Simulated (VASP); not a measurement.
# SrO in VASP: settings compared

The runs below take SrO through single point, with HSE06, PBE, r2SCAN.

Program: VASP 6.6.1. These are calculated values, not measurements. Logs are shortened: lines on timing, memory, paths and dates and some standing lists are left out, and cuts for length are marked.

## Step 1: The cell of the first run

It takes space group R-3m (No. 166, trigonal). Conventional cell: a = 3.649 Å, b = 3.649 Å, c = 8.676 Å, α = 90.00°, β = 90.00°, γ = 120.00°. Within 3.4 Å of Sr (site symmetry -3m) lie 6 O at 2.56 Å. O (site symmetry -3m) has 6 Sr at 2.56 Å within 3.4 Å.

## Step 2: Single point, HSE06 (strain along [111] -2.9%)

POSCAR

```
SrO
1.0
   -0.0502219040      2.5296704226      2.5296704226
    2.5296704226     -0.0502219040      2.5296704226
    2.5296704226      2.5296704226     -0.0502219040
Sr O
1 1
Direct
    0.0000000000      0.0000000000      0.0000000000
    0.5000000000      0.5000000000      0.5000000000
```

INCAR.step1

```
PREC     = Accurate       # precision mode
ENCUT    = 520            # plane-wave cutoff, eV
EDIFF    = 1E-5           # SCF threshold, eV
ISMEAR   = 0              # smearing method
SIGMA    = 0.01           # smearing width, eV
LREAL    = F              # projectors in reciprocal space
LASPH    = T              # aspherical terms in the spheres
NELM     = 100            # most SCF steps
ALGO     = Normal         # electronic algorithm
ISIF     = 2              # what is computed and relaxed
LWAVE    = T              # write WAVECAR
NBANDS   = 15             # bands
GGA      = PE             # functional
```

INCAR.step2

```
PREC     = Accurate       # precision mode
ENCUT    = 520            # plane-wave cutoff, eV
EDIFF    = 1E-7           # SCF threshold, eV
ISMEAR   = 0              # smearing method
SIGMA    = 0.01           # smearing width, eV
LREAL    = F              # projectors in reciprocal space
LASPH    = T              # aspherical terms in the spheres
NELM     = 100            # most SCF steps
ALGO     = Normal         # electronic algorithm
ISIF     = 2              # what is computed and relaxed
LWAVE    = F              # write WAVECAR
LCHARG   = T              # write CHGCAR
GGA      = PE             # functional
LHFCALC  = T              # exact exchange
HFSCREEN = 0.2079         # screening, 1/A
PRECFOCK = Normal       
LELF     = T              # ELF
LVHAR    = T            
NBANDS   = 15             # bands
ISTART   = 1
```

KPOINTS

```
regular mesh
0
Gamma
  6 6 6
```

Potentials or basis: VASP PAW PBE potentials, release 64 (Sr_sv, O).

Launch:

```
cat potpaw_PBE.64/Sr_sv/POTCAR potpaw_PBE.64/O/POTCAR > POTCAR
cp INCAR.step1 INCAR
mpirun -np 1 vasp_std > vasp.out
cp INCAR.step2 INCAR
mpirun -np 1 vasp_std > vasp.out
```

OUTCAR:

```text
PREC = Accurate
   ENCUT = 520
   EDIFF = 1E-7
   ISMEAR = 0
   LREAL = F
   LASPH = T
   NELM = 100
   ISIF = 2
   GGA = PE
   LHFCALC = T
   HFSCREEN = 0.2079
   PRECFOCK = Normal
   ISTART = 1

 ion  position               nearest neighbor table
   1  0.000  0.000  0.000-   2 2.56   2 2.56   2 2.56   2 2.56   2 2.56   2 2.56
   2  0.500  0.500  0.500-   1 2.56   1 2.56   1 2.56   1 2.56   1 2.56   1 2.56

  LATTYP: Found a trigonal (rhomboedric) cell.
 ALAT       =     3.5778467175
 COS(alpha) =     0.4800522532

  Lattice vectors:

 A1 = (  -0.0502219040,   2.5296704226,   2.5296704226)
 A2 = (   2.5296704226,  -0.0502219040,   2.5296704226)
 A3 = (   2.5296704226,   2.5296704226,  -0.0502219040)

Analysis of symmetry for initial positions (statically):
=====================================================================
 Subroutine PRICEL returns:
 Original cell was already a primitive cell.

 Routine SETGRP: Setting up the symmetry group for a
 trigonal (rhombohedral) supercell.

 Subroutine GETGRP returns: Found 12 space group operations
 (whereof 12 operations were pure point group operations)
 out of a pool of 12 trial point group operations.

The static configuration has the point symmetry D_3d.

Analysis of symmetry for dynamics (positions and initial velocities):
=====================================================================
 Subroutine PRICEL returns:
 Original cell was already a primitive cell.

 Routine SETGRP: Setting up the symmetry group for a
 trigonal (rhombohedral) supercell.

 Subroutine GETGRP returns: Found 12 space group operations
 (whereof 12 operations were pure point group operations)
 out of a pool of 12 trial point group operations.

The dynamic configuration has the point symmetry D_3d.

 Subroutine INISYM returns: Found 12 space group operations
 (whereof 12 operations are pure point group operations),
 and found     1 'primitive' translations

----------------------------------------------------------------------------------------

                                     Primitive cell

  volume of cell :      33.3399

  direct lattice vectors                    reciprocal lattice vectors
    -0.050221904  2.529670423  2.529670423    -0.191863415  0.195749661  0.195749661
     2.529670423 -0.050221904  2.529670423     0.195749661 -0.191863415  0.195749661
     2.529670423  2.529670423 -0.050221904     0.195749661  0.195749661 -0.191863415

  length of vectors
     3.577846717  3.577846717  3.577846717     0.336819580  0.336819580  0.336819580

  position of ions in fractional coordinates (direct lattice)
     0.000000000  0.000000000  0.000000000
     0.500000000  0.500000000  0.500000000

  ion indices of the primitive-cell ions
   primitive index   ion index
                 1           1
                 2           2

----------------------------------------------------------------------------------------

 KPOINTS: regular mesh

Automatic generation of k-mesh.
 Grid dimensions read from file:
 generate k-points for:    6    6    6

 Generating k-lattice:

  Cartesian coordinates                     Fractional coordinates (reciprocal lattice)
    -0.031977236  0.032624943  0.032624943     0.166666667 -0.000000000 -0.000000000
     0.032624943 -0.031977236  0.032624943    -0.000000000  0.166666667 -0.000000000
     0.032624943  0.032624943 -0.031977236    -0.000000000 -0.000000000  0.166666667

  Length of vectors
     0.056136597  0.056136597  0.056136597

  Shift w.r.t. Gamma in fractional coordinates (k-lattice)
     0.000000000  0.000000000  0.000000000

 Subroutine IBZKPT returns following result:
 ===========================================

 Found     32 irreducible k-points:

 Following reciprocal coordinates:
            Coordinates               Weight
  0.000000  0.000000  0.000000      1.000000
  0.166667 -0.000000 -0.000000      6.000000
  0.333333 -0.000000 -0.000000      6.000000
  0.500000 -0.000000 -0.000000      3.000000
  0.166667  0.166667 -0.000000      6.000000
  0.333333  0.166667 -0.000000     12.000000
[... 16 lines left out ...]
  0.500000  0.500000  0.166667      6.000000
 -0.333333  0.500000  0.166667     12.000000
 [... further k-points ...]
   k-points           NKPTS =     32   k-points in BZ     NKDIM =    216   number of bands    NBANDS=     15
   number of dos      NEDOS =    301   number of ions     NIONS =      2
   total plane-waves  NPLWV =  21952
   dimension x,y,z NGX =    28 NGY =   28 NGZ =   28
   dimension x,y,z NGXF=    56 NGYF=   56 NGZF=   56
   ions per type =               1   1
   NGX,Y,Z   is equivalent  to a cutoff of  13.01, 13.01, 13.01 a.u.
   NGXF,Y,Z  is equivalent  to a cutoff of  26.02, 26.02, 26.02 a.u.
 SYSTEM =  unknown system
   PREC   = accura    normal or accurate (medium, high low for compatibility)
   ISTART =      1    job   : 0-new  1-cont  2-samecut
   ICHARG =      0    charge: 1-file 2-atom 10-const
   ISPIN  =      1    spin polarized calculation?
   LNONCOLLINEAR =      F non collinear calculations
   LSORBIT =      F    spin-orbit coupling
   LASPH  =      T    aspherical Exc in radial PAW
   ENCUT  =  520.0 eV  38.22 Ry    6.18 a.u.   6.65  6.65  6.65*2*pi/ulx,y,z
   NELM   =    100;   NELMIN=  2; NELMDL=  0     # of ELM steps
   EDIFF  = 0.1E-06   stopping-criterion for ELM
   LREAL  =      F    real-space projection
   EDIFFG = 0.1E-05   stopping-criterion for IOM
   NSW    =      0    number of steps for IOM
   IBRION =     -1    ionic relax: 0-MD 1-quasi-New 2-CG
   NFREE  =      0    steps in history (QN), initial steepest desc. (CG)
   ISIF   =      2    stress and relaxation
   ISYM   =      3    0-nonsym 1-usesym 2-fastsym
   POTIM  = 0.5000    time-step for ionic-motion
   TEBEG  =    0.0;   TEEND  =   0.0 temperature during run
   PSTRESS=    0.0 pullay stress
   NELECT =      16.0000    total number of electrons
   NUPDOWN=      -1.0000    fix difference up-down
   EMIN   =  10.00;   EMAX   =-10.00  energy-range for DOS
   EFERMI =   0.00;   METHOD = LEGACY
   ISMEAR =     0;   SIGMA  =   0.01  broadening in eV -4-tet -1-fermi 0-gaus
   EFERMI_NEDOS =   21; number of points for ismear=-14 and -15
   IALGO  =     38    algorithm
   IMIX   =      1    mixing-type and parameters
     AMIX     =   0.40;   BMIX     =  1.00
     AMIX_MAG =   1.60;   BMIX_MAG =  1.00
  volume/ion in A,a.u.               =      16.67       112.49
  Fermi-wavevector in a.u.,A,eV,Ry     =   1.281720  2.422100 22.351751  1.642807
  Thomas-Fermi vector in A             =   2.414074
   LORBIT       =      0    0 simple, 1 ext, 2 COOP (PROOUT), +10 PAW based schemes
   GGA     = PE    functional components
   LHFCALC =     T    Hartree Fock is set to
   PRECFOCK=normal    Normal, Fast or Accurate (Low or Medium for compatibility)
   ENCUT4O =  -1.0   cutoff for four orbital integrals eV
   NKREDX  =     1    reduce k-point grid by
   NKREDY  =     1    reduce k-point grid by
   NKREDZ  =     1    reduce k-point grid by
   AEXX    =    0.2500 exact exchange contribution
   HFSCREEN=    0.2079 screening length (either q_TF or 0.3 A-1)
   HFSCREENC=   0.2079 screening length for correlation (either q_TF or 0.3 A-1)
   ENCUTFOCK=  -1.0 apply spherical cutoff to Coloumb kernel
   IVDW    =     0    specifies the selected vdW correction
   LEPSILON=     F    determine dielectric tensor
   LRPA    =     F    only Hartree local field effects (RPA)
 non-spin polarized calculation
 Gauss-broadening in eV      SIGMA  =   0.01
  energy-cutoff  :      520.00
  volume of cell :       33.34
 maximum number of plane-waves:       911
 NGX is ok and might be reduce to    28
  NGX = 20; NGY = 20; NGZ = 20

 number of electron      15.9999997 magnetization

 Free energy of the ion-electron system (eV)
  ---------------------------------------------------
  ext. energy  EPLUGINS =         0.00000000
  ---------------------------------------------------
  free energy    TOTEN  =       -14.16596411 eV

  energy without entropy =      -14.16596411  energy(sigma->0) =      -14.16596411

 E-fermi :   0.8109     XC(G=0):  -8.3373

 val. band max:        0.7285315705   @ k =   0.0000   0.0000   0.0000
 cond. band min:       5.4167375532   @ k =   0.5000   0.5000  -0.0000
 fundamental gap:      4.6882059827
 Fermi energy:         0.8108894918

 k-point     1 :       0.0000    0.0000    0.0000
  band No.  band energies     occupation
      1     -33.5799      2.00000
      2     -15.9010      2.00000
      3     -13.9125      2.00000
      4     -13.9125      2.00000
      5     -13.8917      2.00000
      6       0.6674      2.00000
      7       0.6674      2.00000
      8       0.7285      2.00000
      9       6.2973      0.00000
     10       8.4628      0.00000
     11       8.4628      0.00000
     12       8.8863      0.00000
     13      10.9081      0.00000
     14      10.9081      0.00000
     15      15.0850      0.00000

 k-point     2 :       0.1667   -0.0000   -0.0000
  band No.  band energies     occupation
      1     -33.5412      2.00000
      2     -16.3467      2.00000
      3     -13.9269      2.00000
      4     -13.9174      2.00000
      5     -13.5473      2.00000
      6      -0.0554      2.00000
      7       0.3098      2.00000
      8       0.3887      2.00000
      9       7.4664      0.00000
     10       8.3291      0.00000
     11       9.0177      0.00000
     12       9.4118      0.00000
     13      11.6713      0.00000
     14      11.6756      0.00000
     15      16.8003      0.00000
[... 365 lines left out ...]
      3     -14.6245      2.00000
      4     -14.2618      2.00000
      5     -13.9294      2.00000
      6      -0.1370      2.00000
      7       0.1661      2.00000
      8       0.2587      2.00000
      9       6.3287      0.00000
     10      10.4843      0.00000
     11      11.7990      0.00000
     12      12.8638      0.00000
     13      13.6553      0.00000
     14      15.1466      0.00000
     15      16.6775      0.00000

 k-point    24 :      -0.3333    0.5000    0.1667
  band No.  band energies     occupation
      1     -33.3693      2.00000
      2     -16.3364      2.00000
      3     -14.8353      2.00000
      4     -14.4904      2.00000
      5     -13.6486      2.00000
      6      -0.2756      2.00000
      7       0.2095      2.00000
      8       0.3571      2.00000
      9       6.8904      0.00000
     10      10.0790      0.00000
     11      11.0879      0.00000
     12      13.7728      0.00000
     13      13.9573      0.00000
     14      15.7917      0.00000
     15      16.3707      0.00000

 [... further k-points ...]
[... 5 lines left out ...]
  --------------------------------------------------------------------------------------
  -------------------------------------------------------------------------------------
  Total        0.6491106      0.6491106      0.6491106      0.2210015      0.2210015      0.2210015
  in kB       31.1935478     31.1935478     31.1935478     10.6204106     10.6204106     10.6204106
  external PRESSURE =      31.1935478 kB  Pullay stress =       0.0000000 kB

 VOLUME and BASIS-vectors are now :
 -----------------------------------------------------------------------------
  energy-cutoff  :      520.00
  volume of cell :       33.34
      direct lattice vectors                 reciprocal lattice vectors
    -0.050221904  2.529670423  2.529670423    -0.191863415  0.195749661  0.195749661
     2.529670423 -0.050221904  2.529670423     0.195749661 -0.191863415  0.195749661
     2.529670423  2.529670423 -0.050221904     0.195749661  0.195749661 -0.191863415

 POSITION                                       TOTAL-FORCE (eV/Angst)
 -----------------------------------------------------------------------------------
      0.00000      0.00000      0.00000         0.000000     -0.000000      0.000000
      2.50456      2.50456      2.50456        -0.000000      0.000000     -0.000000
 -----------------------------------------------------------------------------------
    total drift:                                0.000000      0.000000     -0.000000

  FREE ENERGIE OF THE ION-ELECTRON SYSTEM (eV)
  ---------------------------------------------------
  free  energy   TOTEN  =       -14.1659641116 eV

  energy  without entropy=      -14.1659641116  energy(sigma->0) =      -14.16596411
```

Wall time 52 min (1 thread of Intel Xeon Platinum 8259CL at 2.50GHz (Skylake/Cascade Lake), shared host); peak memory 0.28 GiB.

Results:

| Property | Result |
| --- | --- |
| Free energy | -14.1660 eV |
| Pressure | 3.1 GPa |
| Band gap on the k mesh | 4.69 eV, indirect (least direct gap 4.79 eV) |

Stress tensor (GPa, compression positive):
```
3.12 1.06 1.06
1.06 3.12 1.06
1.06 1.06 3.12
```

Levels at points of the mesh, in eV from the valence-band top:
```
           k point  band 4  band 5  band 6  band 7  band 8  band 9  band 10  band 11  band 12  band 13
(0.00, 0.00, 0.00)  -14.64  -14.62   -0.06   -0.06    0.00    5.57     7.73     7.73     8.16    10.18
(0.50, 0.00, 0.00)  -14.70  -13.59   -2.35   -1.32   -1.18    8.25    10.10    10.53    10.97    14.09
(0.50, 0.50, 0.00)  -15.07  -15.02   -0.49   -0.15   -0.10    4.69     9.66    12.11    12.31    13.15
(0.50, 0.50, 0.50)  -14.74  -13.70   -2.36   -1.38   -1.38    8.36    10.16    10.93    10.93    14.16
```

Caveat: the cell differs from its parent crystal (strain along [111] -2.9%); the PAW data sets were made with another functional, which shifts forces and pressure a little.

## Step 3: Single point, PBE (strain -3.6%)

INCAR

```
PREC = Accurate
ENCUT = 520
EDIFF = 1E-6
ISMEAR = -1
SIGMA = 0.02
LREAL = F
LASPH = T
NELM = 60
ALGO = Normal
ISIF = 2
LWAVE = F
LCHARG = T
GGA = PE
LELF = T
LVHAR = T
NBANDS = 15
```

KPOINTS

```
regular mesh
0
Gamma
  8 8 8
```

POSCAR

```
SrO
1.0
    0.0000000000      2.4877901705      2.4877901705
    2.4877901705      0.0000000000      2.4877901705
    2.4877901705      2.4877901705      0.0000000000
Sr O
1 1
Direct
    0.0000000000      0.0000000000      0.0000000000
    0.5000000000      0.5000000000      0.5000000000
```

Potentials or basis: VASP PAW PBE potentials, release 64 (Sr_sv, O).

Launch:

```
cat potpaw_PBE.64/Sr_sv/POTCAR potpaw_PBE.64/O/POTCAR > POTCAR
mpirun -np 1 vasp_std > vasp.out
```

Run time: 16 s. Hardware: 1 thread of Intel Xeon Platinum 8375C at 2.90GHz (Ice Lake), shared host; peak memory 0.16 GiB.

Results (log left out):

```
Free energy            : -11.8606 eV
Pressure               : 15.6 GPa
Band gap on the k mesh : 3.18 eV, indirect (least direct gap 3.19 eV)
```

Levels at points of the mesh, in eV from the valence-band top:
```csv
k point,band 6,band 7,band 8,band 9,band 10,band 11
"(0.00, 0.00, 0.00)",0.00,0.00,0.00,4.73,6.41,6.41
"(0.50, 0.00, 0.00)",-2.37,-1.35,-1.35,6.98,9.28,9.42
"(0.50, 0.50, 0.00)",-0.23,-0.01,-0.01,3.18,8.59,10.83
```

Caveat: the cell differs from its parent crystal (strain -3.6%). A k mesh can miss the band edges.

[end of part 1 of 2]
